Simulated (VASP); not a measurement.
Write the native input for VASP 6.6.1 that does the following.

| Quantity | Value |
| --- | --- |
| Task | single point |
| Functional | PBE |
| Potentials or basis | VASP PAW PBE potentials, release 64 (Cd, O) |
| Cutoff | 520 eV |
| k mesh | 12 × 12 × 4 |
| Occupations | gaussian, width 0.1 eV |
| Spin | no spin polarisation |
| Dipole correction | no |
| Further INCAR settings | ALGO = Normal; EDIFF = 1e-06; NBANDS = 30 |

The structure of CdO5 lies in POSCAR:

```
CdO5
1.0
    3.7796715991      0.0000000000      0.0000000000
   -1.8898357995      3.2732916228      0.0000000000
    0.0000000000      0.0000000000      8.8554815385
Cd O
1 5
Direct
    0.0000000000      0.0000000000      0.0000000000
    0.0000000000      0.0000000000      0.5685309292
    0.0000000000      0.0000000000      0.4314690708
    0.6666666667      0.3333333333      0.5684958101
    0.6666666667      0.3333333333      0.4315041899
    0.3333333333      0.6666666667      0.0000000000
```

The input as run:

INCAR

```
PREC     = Accurate       # precision mode
ENCUT    = 520            # plane-wave cutoff, eV
EDIFF    = 1E-6           # SCF threshold, eV
ISMEAR   = 0              # smearing method
SIGMA    = 0.1            # smearing width, eV
LREAL    = False          # projectors in reciprocal space
LASPH    = True           # aspherical terms in the spheres
NELM     = 100            # most SCF steps
ALGO     = Normal         # electronic algorithm
ISIF     = 2              # what is computed and relaxed
LWAVE    = False          # write WAVECAR
LCHARG   = False          # write CHGCAR
GGA      = PE             # functional
NBANDS   = 30             # bands
```

KPOINTS

```
Automatic mesh
0
Gamma
  12 12 4
```

Potentials or basis: VASP PAW PBE potentials, release 64 (Cd, O).

Launch:

```sh
$ cat potpaw_PBE.64/Cd/POTCAR potpaw_PBE.64/O/POTCAR > POTCAR
$ mpirun -np 1 vasp_std > vasp.out
```

It gave:

| Quantity | Value |
| --- | --- |
| Pressure | 1.6 GPa |
| Largest force | 1.251 eV/Å |
| Band gap on the k mesh | zero (bands 21 and 22 overlap by 0.18 eV) |

Caveat: the standard files for N, O and F lose accuracy on very short bonds; semilocal functionals underestimate gaps, and a narrow one can read as zero; forces of over 1 eV/Å act on the atoms, so gaps and moduli don't describe the material at rest.

Run time: 12 min on 1 thread of AMD EPYC 7571 (shared host), peak memory 0.28 GiB.
